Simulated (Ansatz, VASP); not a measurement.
# BeS in VASP and in Ansatz

The input POSCAR:

```
BeS
1.0
    0.0000000000      2.3627459333      2.3627459333
    2.3627459333      0.0000000000      2.3627459333
    2.3627459333      2.3627459333      0.0000000000
Be S
1 1
Direct
    0.0000000000      0.0000000000      0.0000000000
    0.5000000000      0.5000000000      0.5000000000
```

Contents of INCAR.step1:

```
  PREC = Accurate
  ENCUT = 520
  ISMEAR = 0
  SIGMA = 0.01
  LREAL = False
  LASPH = True
  NELM = 80
  NBANDS = 11
  GGA = PE
  ALGO = Normal
  EDIFF = 1E-4
  LWAVE = True
  LCHARG = False
```

Contents of INCAR.step2:

```
  PREC = Accurate
  ENCUT = 520
  EDIFF = 1E-6
  ISMEAR = 0
  SIGMA = 0.01
  LREAL = False
  LASPH = True
  NELM = 80
  ALGO = Normal
  ISIF = 2
  LWAVE = False
  LCHARG = False
  METAGGA = R2SCAN
  LMIXTAU = True
  NBANDS = 11
  ISTART = 1
```

KPOINTS

```
regular mesh
0
Gamma
  8 8 8
```

Input for Ansatz:

```yaml
crystal:
  lattice:
    - [0.0, 2.3627459333, 2.3627459333]
    - [2.3627459333, 0.0, 2.3627459333]
    - [2.3627459333, 2.3627459333, 0.0]
  atoms:
    - { symbol: Be, position: [0.0, 0.0, 0.0] }
    - { symbol: S, position: [0.5, 0.5, 0.5] }
kpoints:
  mp_grid: { grid: [8, 8, 8] }
hamiltonian:
  xc: r2scan
scf:
  occupations: { method: fixed }
  n_extra_bands: 4
output:
  forces: true
  stress: true
  eigenvalues: true
```

Alike in both runs: task single point; functional r2SCAN; k mesh 8 × 8 × 8; no spin polarisation.

```csv
,VASP,Ansatz
version,VASP 6.6.1,Ansatz 0.2.0
potentials or method,"VASP PAW PBE potentials, release 64 (Be, S)","plane waves, PAW"
plane-wave cutoff (eV),520,500
occupations,"gaussian, width 0.01 eV",fixed
valence electrons in the cell,8,8
```

|  | VASP | Ansatz | Ansatz less VASP |
| --- | --- | --- | --- |
| gap on the k mesh at the Fermi level (eV) | 1.32 | 1.32 | +0.004 |
| pressure (GPa) | -5.9 | -5.8 | +0.14 |

VASP's potentials were made for PBE, not for r2SCAN.
